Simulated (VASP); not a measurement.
Set up this calculation in VASP 6.6.1, as the native input.

- Task: density of states
- Functional: PBE
- Potentials or basis: VASP PAW PBE potentials, release 64 (P)
- Cutoff: 520 eV
- k mesh: 22 × 22 × 22
- Occupations: gaussian, width 0.1 eV
- Spin: no spin polarisation
- Dipole correction: no
- k mesh for the DOS: 33 × 33 × 33
- Occupations for the DOS: tetrahedron
- Further INCAR settings: ALGO = Normal; EDIFF = 1e-06

The system is P.

```
P
1.0
     2.44454    0.00000    0.00000
     0.00000    2.44454    0.00000
     0.00000    0.00000    2.44432
P
1
Direct
  0.00000 0.00000 0.00000
```

One way to write it, as run:

POSCAR

```
P
1.0
    2.4445375307      0.0000000000      0.0000000000
    0.0000000000      2.4445375307      0.0000000000
    0.0000000000      0.0000000000      2.4443192841
P
1
Direct
    0.0000000000      0.0000000000      0.0000000000
```

INCAR.step1

```
SYSTEM = P
ALGO     = Normal         ! electronic algorithm
EDIFF    = 1E-6           ! SCF threshold, eV
ENCUT    = 520            ! plane-wave cutoff, eV
GGA      = PE             ! functional
ISIF     = 2              ! what is computed and relaxed
ISMEAR   = 0              ! smearing method
LASPH    = .True.         ! aspherical terms in the spheres
LCHARG   = .True.         ! write CHGCAR
LREAL    = .False.        ! projectors in reciprocal space
LWAVE    = .False.        ! write WAVECAR
NBANDS   = 8              ! bands
NELM     = 100            ! most SCF steps
PREC     = Accurate       ! precision mode
SIGMA    = 0.1            ! smearing width, eV
```

KPOINTS.step1

```
k-points
0
Gamma
  22 22 22
  0 0 0
```

INCAR.step2

```
SYSTEM = P
ALGO     = Normal         ! electronic algorithm
EDIFF    = 1E-6           ! SCF threshold, eV
ENCUT    = 520            ! plane-wave cutoff, eV
GGA      = PE             ! functional
ICHARG   = 11             ! starting density
ISIF     = 2              ! what is computed and relaxed
ISMEAR   = -5             ! smearing method
LASPH    = .True.         ! aspherical terms in the spheres
LCHARG   = .False.        ! write CHGCAR
LORBIT   = 11             ! projections on sites
LREAL    = .False.        ! projectors in reciprocal space
LWAVE    = .False.        ! write WAVECAR
NEDOS    = 2001           ! points of the DOS
NELM     = 100            ! most SCF steps
PREC     = Accurate       ! precision mode
SIGMA    = 0.1            ! smearing width, eV
```

KPOINTS.step2

```
k-points
0
Gamma
  33 33 33
  0 0 0
```

Potentials or basis: VASP PAW PBE potentials, release 64 (P).

The run is started by

```console
$ cat potpaw_PBE.64/P/POTCAR > POTCAR
$ cp INCAR.step1 INCAR
$ cp KPOINTS.step1 KPOINTS
$ mpirun -np 1 vasp_std > vasp.out
$ cp INCAR.step2 INCAR
$ cp KPOINTS.step2 KPOINTS
$ mpirun -np 1 vasp_std > vasp.out
```

It gave:

The valence electrons inside the program's atomic spheres are P 2.40.

It took 90 s on 1 thread of AMD EPYC 9R45 96-Core Processor (Zen 5), with other jobs on the host, peak memory 0.33 GiB.
